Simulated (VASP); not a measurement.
Set up this calculation in VASP 6.6.1, as the native input.

* Task: single point
* Functional: PBE
* Potentials or basis: VASP PAW PBE potentials, release 64 (B, As)
* Cutoff: 520 eV
* k mesh: 8 × 8 × 8
* Occupations: gaussian, width 0.01 eV
* Spin: no spin polarisation
* Dipole correction: no
* Further INCAR settings: ALGO = Normal; EDIFF = 1e-06; NBANDS = 11

The structure of BAs lies in POSCAR:

```
BAs
1.0
    0.0000000000      2.3060713951      2.3060713951
    2.3060713951      0.0000000000      2.3060713951
    2.3060713951      2.3060713951      0.0000000000
B As
1 1
Direct
    0.0000000000      0.0000000000      0.0000000000
    0.2500000000      0.2500000000      0.2500000000
```

One way to write it, as run:

INCAR

```
SYSTEM = BAs
PREC     = Accurate       ! precision mode
ENCUT    = 520            ! plane-wave cutoff, eV
EDIFF    = 1E-6           ! SCF threshold, eV
ISMEAR   = 0              ! smearing method
SIGMA    = 0.01           ! smearing width, eV
LREAL    = .FALSE.        ! projectors in reciprocal space
LASPH    = .TRUE.         ! aspherical terms in the spheres
NELM     = 100            ! most SCF steps
ALGO     = Normal         ! electronic algorithm
ISIF     = 2              ! what is computed and relaxed
LWAVE    = .FALSE.        ! write WAVECAR
LCHARG   = .TRUE.         ! write CHGCAR
GGA      = PE             ! functional
LELF     = .TRUE.         ! ELF
LVHAR    = .TRUE.       
NBANDS   = 11             ! bands
```

KPOINTS

```
regular mesh
0
G
  8 8 8
  0 0 0
```

Potentials or basis: VASP PAW PBE potentials, release 64 (B, As).

Run with:

```sh
$ cat potpaw_PBE.64/B/POTCAR potpaw_PBE.64/As/POTCAR > POTCAR
$ mpirun -np 1 vasp_std > vasp.out
```

It gave:

| Item | Value |
| --- | --- |
| Pressure | 22.4 GPa |
| Band gap on the k mesh | 1.08 eV, indirect (least direct gap 3.42 eV) |

It took 13 s on 1 thread of AMD EPYC 7R13 (shared host), peak memory 0.11 GiB.
